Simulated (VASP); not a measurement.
# ZnPt (P4/mmm) in VASP: further runs

ZnPt is run at these levels: LDA; tasks: single point, relaxation of cell and atoms.

Program: VASP 6.6.1. These are calculated values, not measurements. Logs are shortened: lines on timing, memory, paths and dates and some standing lists are left out, and cuts for length are marked.

### Step 1. The cell of the first run

Symmetry: P4/mmm, No. 123, tetragonal system. Conventional cell: a = 2.809 Å, b = 2.809 Å, c = 3.443 Å, α = 90.00°, β = 90.00°, γ = 90.00°. Zn (site symmetry 4/mmm) has 8 Pt at 2.63 Å and 6 Zn at 2.81 to 3.44 Å within 3.5 Å. Within 3.5 Å of Pt (site symmetry 4/mmm) lie 8 Zn at 2.63 Å and 6 Pt at 2.81 to 3.44 Å.

### Step 2. Single point, LDA

Input file INCAR:

```
SYSTEM = ZnPt
  ALGO = Normal
  EDIFF = 1E-6
  ENCUT = 500
  GGA_COMPAT = .False.
  ISIF = 2
  ISMEAR = 0
  LASPH = .True.
  LCHARG = .True.
  LELF = .True.
  LREAL = .False.
  LVHAR = .True.
  LWAVE = .False.
  NBANDS = 18
  NELM = 120
  PREC = Accurate
  SIGMA = 0.1
```

Input file KPOINTS:

```
k-points
0
Gamma
  16 16 12
  0 0 0
```

Input file POSCAR:

```
ZnPt
1.0
    2.8094957315      0.0000000000      0.0000000000
    0.0000000000      2.8094957315      0.0000000000
    0.0000000000      0.0000000000      3.4428832129
Zn Pt
1 1
Direct
    0.5000000000      0.5000000000      0.5000000000
    0.0000000000      0.0000000000      0.0000000000
```

Potentials or basis: VASP PAW LDA potentials, release 64 (Zn, Pt).

Command:

```sh
$ cat potpaw_LDA.64/Zn/POTCAR potpaw_LDA.64/Pt/POTCAR > POTCAR
$ mpirun -np 1 vasp_std > vasp.out
```

OUTCAR:

```text
SYSTEM = ZnPt
   EDIFF = 1E-6
   ENCUT = 500
   ISIF = 2
   ISMEAR = 0
   LASPH = .True.
   LREAL = .False.
   NELM = 120
   PREC = Accurate

 ion  position               nearest neighbor table
   1  0.500  0.500  0.500-   2 2.63   2 2.63   2 2.63   2 2.63   2 2.63   2 2.63   2 2.63   2 2.63

   2  0.000  0.000  0.000-   1 2.63   1 2.63   1 2.63   1 2.63   1 2.63   1 2.63   1 2.63   1 2.63

  LATTYP: Found a simple tetragonal cell.
 ALAT       =     2.8094957315
 C/A-ratio  =     1.2254452549

  Lattice vectors:

 A1 = (   2.8094957315,   0.0000000000,   0.0000000000)
 A2 = (   0.0000000000,   2.8094957315,   0.0000000000)
 A3 = (   0.0000000000,   0.0000000000,   3.4428832129)

Analysis of symmetry for initial positions (statically):
=====================================================================
 Subroutine PRICEL returns:
 Original cell was already a primitive cell.

 Routine SETGRP: Setting up the symmetry group for a
 simple tetragonal supercell.

 Subroutine GETGRP returns: Found 16 space group operations
 (whereof 16 operations were pure point group operations)
 out of a pool of 16 trial point group operations.

The static configuration has the point symmetry D_4h.

Analysis of symmetry for dynamics (positions and initial velocities):
=====================================================================
 Subroutine PRICEL returns:
 Original cell was already a primitive cell.

 Routine SETGRP: Setting up the symmetry group for a
 simple tetragonal supercell.

 Subroutine GETGRP returns: Found 16 space group operations
 (whereof 16 operations were pure point group operations)
 out of a pool of 16 trial point group operations.

The dynamic configuration has the point symmetry D_4h.

 Subroutine INISYM returns: Found 16 space group operations
 (whereof 16 operations are pure point group operations),
 and found     1 'primitive' translations

----------------------------------------------------------------------------------------

                                     Primitive cell

  volume of cell :      27.1756

  direct lattice vectors                    reciprocal lattice vectors
     2.809495732  0.000000000  0.000000000     0.355935761  0.000000000  0.000000000
     0.000000000  2.809495732  0.000000000     0.000000000  0.355935761  0.000000000
     0.000000000  0.000000000  3.442883213     0.000000000  0.000000000  0.290454232

[... 74 lines left out ...]
   PREC   = accura    normal or accurate (medium, high low for compatibility)
   ISTART =      0    job   : 0-new  1-cont  2-samecut
   ICHARG =      2    charge: 1-file 2-atom 10-const
   ISPIN  =      1    spin polarized calculation?
   LNONCOLLINEAR =      F non collinear calculations
   LSORBIT =      F    spin-orbit coupling
   LASPH  =      T    aspherical Exc in radial PAW
   ENCUT  =  500.0 eV  36.75 Ry    6.06 a.u.   5.12  5.12  6.28*2*pi/ulx,y,z
   NELM   =    120;   NELMIN=  2; NELMDL= -5     # of ELM steps
   EDIFF  = 0.1E-05   stopping-criterion for ELM
   LREAL  =      F    real-space projection
   EDIFFG = 0.1E-04   stopping-criterion for IOM
   NSW    =      0    number of steps for IOM
   IBRION =     -1    ionic relax: 0-MD 1-quasi-New 2-CG
   NFREE  =      0    steps in history (QN), initial steepest desc. (CG)
   ISIF   =      2    stress and relaxation
   ISYM   =      2    0-nonsym 1-usesym 2-fastsym
   POTIM  = 0.5000    time-step for ionic-motion
   TEBEG  =    0.0;   TEEND  =   0.0 temperature during run
   PSTRESS=    0.0 pullay stress
   NELECT =      22.0000    total number of electrons
   NUPDOWN=      -1.0000    fix difference up-down
   EMIN   =  10.00;   EMAX   =-10.00  energy-range for DOS
   EFERMI =   0.00;   METHOD = LEGACY
   ISMEAR =     0;   SIGMA  =   0.10  broadening in eV -4-tet -1-fermi 0-gaus
   EFERMI_NEDOS =   21; number of points for ismear=-14 and -15
   IALGO  =     38    algorithm
   IMIX   =      4    mixing-type and parameters
     AMIX     =   0.40;   BMIX     =  1.00
     AMIX_MAG =   1.60;   BMIX_MAG =  1.00
  volume/ion in A,a.u.               =      13.59        91.69
  Fermi-wavevector in a.u.,A,eV,Ry     =   1.525771  2.883289 31.674055  2.327977
  Thomas-Fermi vector in A             =   2.633896
   LORBIT       =      0    0 simple, 1 ext, 2 COOP (PROOUT), +10 PAW based schemes
   GGA     = CA    functional components
   LHFCALC =     F    Hartree Fock is set to
   AEXX    =    0.0000 exact exchange contribution
   IVDW    =     0    specifies the selected vdW correction
   LEPSILON=     F    determine dielectric tensor
   LRPA    =     F    only Hartree local field effects (RPA)
 non-spin polarized calculation
 Gauss-broadening in eV      SIGMA  =   0.10
  energy-cutoff  :      500.00
  volume of cell :       27.18
 maximum number of plane-waves:       707
   NGX = 11   NGY = 11   NGZ = 13

 number of electron      21.9999997 magnetization

 Free energy of the ion-electron system (eV)
  ---------------------------------------------------
  ext. energy  EPLUGINS =         0.00000000
  ---------------------------------------------------
  free energy    TOTEN  =       -10.53220926 eV

  energy without entropy =      -10.53011769  energy(sigma->0) =      -10.53116347

 E-fermi :   7.9994     XC(G=0): -13.4346

 val. band max:        7.9975594559   @ k =   0.5000   0.3125   0.1667
 cond. band min:       8.0099146555   @ k =   0.5000   0.4375   0.4167
 fundamental gap:      0.0123551996
 Fermi energy:         7.9994009958

 k-point     1 :       0.0000    0.0000    0.0000
  band No.  band energies     occupation
      1      -2.9283      2.00000
      2      -0.1046      2.00000
      3      -0.0282      2.00000
      4       0.8270      2.00000
      5       0.8270      2.00000
      6       1.0991      2.00000
[... 481 lines left out ...]
      5       0.8440      2.00000
      6       1.7607      2.00000
[... 10 lines left out ...]
     17      20.2221      0.00000
     18      23.6013      0.00000

 [... further k-points ...]
[... 5 lines left out ...]
  --------------------------------------------------------------------------------------
  -------------------------------------------------------------------------------------
  Total        0.2083309      0.2083309      0.1997239      0.0000000     -0.0000000      0.0000000
  in kB       12.2824561     12.2824561     11.7750197      0.0000000     -0.0000000      0.0000000
  external PRESSURE =      12.1133106 kB  Pullay stress =       0.0000000 kB

 VOLUME and BASIS-vectors are now :
 -----------------------------------------------------------------------------
  energy-cutoff  :      500.00
  volume of cell :       27.18
      direct lattice vectors                 reciprocal lattice vectors
     2.809495732  0.000000000  0.000000000     0.355935761  0.000000000  0.000000000
     0.000000000  2.809495732  0.000000000     0.000000000  0.355935761  0.000000000
     0.000000000  0.000000000  3.442883213     0.000000000  0.000000000  0.290454232

 POSITION                                       TOTAL-FORCE (eV/Angst)
 -----------------------------------------------------------------------------------
      1.40475      1.40475      1.72144         0.000000      0.000000      0.000000
      0.00000      0.00000      0.00000         0.000000      0.000000      0.000000
 -----------------------------------------------------------------------------------
    total drift:                               -0.000000      0.000000      0.000000

  FREE ENERGIE OF THE ION-ELECTRON SYSTEM (eV)
  ---------------------------------------------------
  free  energy   TOTEN  =       -10.5322092584 eV

  energy  without entropy=      -10.5301176858  energy(sigma->0) =      -10.53116347
```

Run time: 2.2 min. Hardware: 1 thread of Oxide Virtual Turin-like, shared host; peak memory 0.22 GiB.

Results:

```
Free energy            : -10.5322 eV
Pressure               : 1.2 GPa
Band gap on the k mesh : zero (bands 11 and 12 overlap by 5.02 eV)
```

Caveat: spin-orbit coupling is left out, which moves the levels of the heavy elements.

### Step 3. Relaxation of cell and atoms, LDA

Input file INCAR:

```
PREC = Accurate
ENCUT = 500
EDIFF = 1E-7
ISMEAR = 0
SIGMA = 0.1
LREAL = False
LASPH = True
NELM = 120
ALGO = Normal
ISIF = 3
LWAVE = False
LCHARG = False
GGA = CA
IBRION = 2
NSW = 100
EDIFFG = -0.005
GGA_COMPAT = False
NELMIN = 4
```

Input file KPOINTS:

```
Automatic mesh
0
Gamma
  16 16 12
```

Input file POSCAR:

```
ZnPt
1.0
    2.8022876375      0.0000000000      0.0000000000
    0.0000000000      2.8022876375      0.0000000000
    0.0000000000      0.0000000000      3.4621281924
Zn Pt
1 1
Direct
    0.5000000000      0.5000000000      0.5000000000
    0.0000000000      0.0000000000      0.0000000000
```

Potentials or basis: VASP PAW LDA potentials, release 64 (Zn, Pt).

Command:

```sh
$ cat potpaw_LDA.64/Zn/POTCAR potpaw_LDA.64/Pt/POTCAR > POTCAR
$ mpirun -np 1 vasp_std > vasp.out
```

OUTCAR:

```text
PREC = Accurate
   ENCUT = 500
   EDIFF = 1E-7
   ISMEAR = 0
   LREAL = False
   LASPH = True
   NELM = 120
   ISIF = 3
   GGA = CA
   IBRION = 2
   NSW = 100
   EDIFFG = -0.005
   NELMIN = 4

 ion  position               nearest neighbor table
   1  0.500  0.500  0.500-   2 2.63   2 2.63   2 2.63   2 2.63   2 2.63   2 2.63   2 2.63   2 2.63

   2  0.000  0.000  0.000-   1 2.63   1 2.63   1 2.63   1 2.63   1 2.63   1 2.63   1 2.63   1 2.63

  LATTYP: Found a simple tetragonal cell.
 ALAT       =     2.8022876375
 C/A-ratio  =     1.2354649630

  Lattice vectors:

 A1 = (   2.8022876375,   0.0000000000,   0.0000000000)
 A2 = (   0.0000000000,   2.8022876375,   0.0000000000)
 A3 = (   0.0000000000,   0.0000000000,   3.4621281924)

Analysis of symmetry for initial positions (statically):
=====================================================================
 Subroutine PRICEL returns:
 Original cell was already a primitive cell.

 Routine SETGRP: Setting up the symmetry group for a
 simple tetragonal supercell.

 Subroutine GETGRP returns: Found 16 space group operations
 (whereof 16 operations were pure point group operations)
 out of a pool of 16 trial point group operations.

The static configuration has the point symmetry D_4h.

Analysis of symmetry for dynamics (positions and initial velocities):
=====================================================================
 Subroutine PRICEL returns:
 Original cell was already a primitive cell.

 Routine SETGRP: Setting up the symmetry group for a
 simple tetragonal supercell.

 Subroutine GETGRP returns: Found 16 space group operations
 (whereof 16 operations were pure point group operations)
 out of a pool of 16 trial point group operations.

The dynamic configuration has the point symmetry D_4h.

 Subroutine INISYM returns: Found 16 space group operations
 (whereof 16 operations are pure point group operations),
[... 129 lines left out ...]
 Gauss-broadening in eV      SIGMA  =   0.10
  energy-cutoff  :      500.00
  volume of cell :       27.19
 maximum number of plane-waves:       709
   NGX = 11   NGY = 11   NGZ = 13

--------------------------------------- Ionic step        1  -------------------------------------------

 number of electron      21.9999998 magnetization

 Free energy of the ion-electron system (eV)
  ---------------------------------------------------
  ext. energy  EPLUGINS =         0.00000000
  ---------------------------------------------------
  free energy    TOTEN  =       -10.53196940 eV

  energy without entropy =      -10.52996542  energy(sigma->0) =      -10.53096741

------------------------ aborting loop because EDIFF is reached ----------------------------------------

  FORCE on cell =-STRESS in cart. coord.  units (eV):
  Direction    XX          YY          ZZ          XY          YZ          ZX
  --------------------------------------------------------------------------------------
  -------------------------------------------------------------------------------------
  Total        0.2509425      0.2509425      0.1356658      0.0000000     -0.0000000      0.0000000
  in kB       14.7882304     14.7882304      7.9948876      0.0000000     -0.0000000      0.0000000
  external PRESSURE =      12.5237828 kB  Pullay stress =       0.0000000 kB
[... 167 lines left out ...]
--------------------------------------- Ionic step        6  -------------------------------------------

 number of electron      22.0000003 magnetization

 Free energy of the ion-electron system (eV)
  ---------------------------------------------------
  ext. energy  EPLUGINS =         0.00000000
  ---------------------------------------------------
  free energy    TOTEN  =       -10.53283071 eV

  energy without entropy =      -10.53071306  energy(sigma->0) =      -10.53177189

 E-fermi :   7.9180     XC(G=0): -13.4020

 val. band max:        7.9032501245   @ k =   0.5000   0.1250   0.4167
 cond. band min:       7.9193842186   @ k =   0.5000   0.3125   0.1667
 fundamental gap:      0.0161340941
 Fermi energy:         7.9179692509

 k-point     1 :       0.0000    0.0000    0.0000
  band No.  band energies     occupation
      1      -2.9526      2.00000
      2      -0.1498      2.00000
      3      -0.0769      2.00000
      4       0.7652      2.00000
      5       0.7652      2.00000
      6       1.0329      2.00000
      7       3.0419      2.00000
      8       3.7504      2.00000
      9       6.3741      2.00000
     10       6.3741      2.00000
     11       6.9816      2.00000
     12      10.3209      0.00000
     13      16.4341      0.00000
     14      16.4341      0.00000
[... 401 lines left out ...]
      2       0.4732      2.00000
      3       0.4961      2.00000
      4       0.5297      2.00000
      5       0.7828      2.00000
      6       1.7148      2.00000
      7       3.2613      2.00000
      8       3.6884      2.00000
      9       3.7379      2.00000
     10       5.5637      2.00000
     11       6.0636      2.00000
     12       9.2170      0.00000
     13      17.5546      0.00000
     14      18.6359      0.00000
     15      19.3611      0.00000

 [... further k-points ...]
[... 5 lines left out ...]
  --------------------------------------------------------------------------------------
  -------------------------------------------------------------------------------------
  Total        0.0042002      0.0042002      0.0021946      0.0000000      0.0000000      0.0000000
  in kB        0.2462461      0.2462461      0.1286649      0.0000000      0.0000000      0.0000000
  external PRESSURE =       0.2070524 kB  Pullay stress =       0.0000000 kB
[... 17 lines left out ...]
  FREE ENERGIE OF THE ION-ELECTRON SYSTEM (eV)
  ---------------------------------------------------
  free  energy   TOTEN  =       -10.5328307113 eV

  energy  without entropy=      -10.5307130601  energy(sigma->0) =      -10.53177189

 reached required accuracy - stopping structural energy minimisation
```

Wall time 7.3 min (1 thread of Oxide Virtual Turin-like, shared host); peak memory 0.21 GiB.

What came out:

| Quantity | Value |
| --- | --- |
| Free energy | -10.5328 eV |
| Relaxed volume | 13.66 Å³/atom |
| Relaxed cell | a = 2.814 Å, b = 2.814 Å, c = 3.450 Å, α = 90.00°, β = 90.00°, γ = 90.00° |
| Space group after relaxing (to 0.1 Å) | P4/mmm (No. 123) |
| Energy gained by relaxing | 0.4 meV/atom |
| Ionic steps | 6 |
| Pressure after relaxing | 0.0 GPa |
| Band gap on the k mesh | zero (bands 11 and 12 overlap by 5.00 eV) |

The path:
```csv
step,energy change (eV),largest force (eV/Å),pressure (GPa),volume (Å³)
1,0.0000,0.0000,1.25,27.19
2,0.0011,0.0000,-2.13,27.61
3,-0.0007,0.0000,-0.09,27.35
4,-0.0007,0.0000,-0.06,27.34
5,-0.0008,0.0000,-0.03,27.34
6,-0.0009,0.0000,0.02,27.33
```

Final structure:
```xyz
2
Lattice="2.8145 0.0000 0.0000 0.0000 2.8145 0.0000 0.0000 0.0000 3.4500" Properties=species:S:1:pos:R:3 pbc="T T T"
Zn    1.4072    1.4072    1.7250
Pt    0.0000    0.0000    0.0000
```

Caveat: spin-orbit coupling is left out, which moves the levels of the heavy elements.
